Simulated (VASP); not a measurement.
## GaSi: single point with r2SCAN

The system is GaSi.

```
Ga Si
1.0
     0.00000    3.26790    3.26790
     3.26790    0.00000    3.26790
     3.26790    3.26790    0.00000
Ga Si
2 2
Direct
  0.50000 0.50000 0.50000
  0.75000 0.75000 0.75000
  0.00000 0.00000 0.00000
  0.25000 0.25000 0.25000
```

- Program: VASP 6.6.1
- Task: single point
- Functional: r2SCAN
- Potentials or basis: VASP PAW PBE potentials, release 64 (Ga_d, Si)
- Cutoff: 520 eV
- k mesh: 6 × 6 × 6
- Occupations: gaussian, width 0.1 eV
- Spin: no spin polarisation
- Dipole correction: no
- Further INCAR settings: ALGO = Normal; EDIFF = 1e-06; NBANDS = 25

- Pressure: -4.8 GPa
- Band gap on the k mesh: zero (band 17 reaches 10.88 eV, above the bottom of band 18 at 4.94 eV)

Levels at points of the mesh, in eV from the Fermi level:
```csv
k point,band 14,band 15,band 16,band 17,band 18,band 19,band 20,band 21
"(0.00, 0.00, 0.00)",-2.02,-2.02,-2.02,-1.72,-1.72,-1.72,0.64,0.64
"(0.50, 0.00, 0.00)",-3.11,-3.11,-3.07,-2.36,-2.36,2.61,3.21,4.47
"(0.50, 0.50, 0.00)",-6.03,-5.53,-5.53,3.58,3.58,3.87,3.87,4.38
```

Wall time 2.6 min on 1 thread of AMD EPYC 7R13 Processor (Zen 3), with other jobs on the host, peak memory 0.19 GiB.

Caveat: the PAW data sets were made with another functional, which shifts forces and pressure a little.
